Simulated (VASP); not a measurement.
Wanted: the native input for a VASP 6.6.1 run.

```yaml
Task: single point
Functional: PBEsol
Potentials_or_basis: VASP PAW PBE potentials, release 64 (Ge_d)
Cutoff: 520 eV
k_mesh: 15 × 15 × 15
Occupations: fermi-dirac, width 0.1 eV
Spin: no spin polarisation
Dipole_correction: no
Further_INCAR_settings: ALGO = Normal; EDIFF = 1e-07; NBANDS = 13
```

The structure of Ge lies in POSCAR:

```
Ge
1.0
   -1.6607796409      1.6607796409      1.6607796409
    1.6607796409     -1.6607796409      1.6607796409
    1.6607796409      1.6607796409     -1.6607796409
Ge
1
Direct
    0.0000000000      0.0000000000      0.0000000000
```

The input as run:

INCAR

```
PREC     = Accurate       # precision mode
ENCUT    = 520            # plane-wave cutoff, eV
EDIFF    = 1E-7           # SCF threshold, eV
ISMEAR   = -1             # smearing method
SIGMA    = 0.1            # smearing width, eV
LREAL    = False          # projectors in reciprocal space
LASPH    = True           # aspherical terms in the spheres
NELM     = 60             # most SCF steps
ALGO     = Normal         # electronic algorithm
ISIF     = 2              # what is computed and relaxed
LWAVE    = False          # write WAVECAR
LCHARG   = True           # write CHGCAR
GGA      = PS             # functional
LELF     = True           # ELF
LVHAR    = True         
NBANDS   = 13             # bands
```

KPOINTS

```
Automatic mesh
0
Gamma
  15 15 15
```

Potentials or basis: VASP PAW PBE potentials, release 64 (Ge_d).

Run with:

```sh
$ cat potpaw_PBE.64/Ge_d/POTCAR > POTCAR
$ mpirun -np 1 vasp_std > vasp.out
```

Results of the run:

| Property | Result |
| --- | --- |
| Pressure | -0.5 GPa |
| Band gap on the k mesh | zero (band 7 reaches 16.42 eV, above the bottom of band 8 at 3.81 eV) |

Caveat: the PAW data sets were made with another functional, which shifts forces and pressure a little.

Run time: 24 s on 1 thread of Intel Xeon 8259CL (shared host), peak memory 0.15 GiB.
